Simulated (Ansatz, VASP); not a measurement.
# One calculation of Se, two programs

```
Se
1.0
     3.78689    0.00000    0.00000
    -1.89344    3.27954    0.00000
     0.00000    0.00000    3.97706
Se
2
Direct
  0.33333 0.66667 0.25000
  0.66667 0.33333 0.75000
```

Alike in both runs: task single point; functional r2SCAN; k mesh 11 × 11 × 9; occupations fermi-dirac, width 0.1 eV; no spin polarisation.

```csv
,VASP,Ansatz
version,VASP 6.6.1,Ansatz 0.2.0
potentials or method,"VASP PAW PBE potentials, release 64 (Se), cutoff 520 eV","plane waves (500 eV) with PAW, scalar-relativistic"
valence electrons in the cell,12,32
```

|  | VASP | Ansatz | Ansatz less VASP |
| --- | --- | --- | --- |
| pressure (GPa) | -6.5 | -6.4 | +0.06 |
| traceless stress, the component that is largest in VASP (GPa) | -2.51 | -2.49 | +0.028 |

VASP's potentials were made for PBE, not for r2SCAN. The functional is the same, so the differences come from potentials, cutoffs and numerics. VASP's potentials hold 12 valence electrons a cell and Ansatz's 32, so a difference there can come from the potentials and not from the codes.
